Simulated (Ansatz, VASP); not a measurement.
## One calculation of Ta, two programs

```
Ta
1.0
    -1.66045    1.66045    1.66045
     1.66045   -1.66045    1.66045
     1.66045    1.66045   -1.66045
Ta
1
Direct
  0.00000 0.00000 0.00000
```

Alike in both runs: functional PBE; k mesh 16 × 16 × 16; occupations fermi-dirac, width 0.08 eV; no spin polarisation.

Ansatz relaxed the structure, and its values are those at the end. VASP's run is a single point on that final structure, the one shown.

```csv
,VASP,Ansatz
version,VASP 6.6.1,Ansatz 0.2.0
potentials or method,"VASP PAW PBE potentials, release 64 (Ta_pv)","PAW with Ansatz's default frozen-core files, scalar-relativistic"
plane-wave cutoff (eV),520,420
valence electrons in the cell,11,13
```

VASP gave:

| Property | Result |
| --- | --- |
| pressure (GPa) | 0.1 |

Question: What did Ansatz give for the same quantities?

Answer: Pressure (GPa): 0.0.

The functional is the same, so the differences come from potentials, cutoffs and numerics. VASP's potentials hold 11 valence electrons a cell and Ansatz's 13, so a difference there can come from the potentials and not from the codes.

Neither program's run includes spin-orbit coupling.
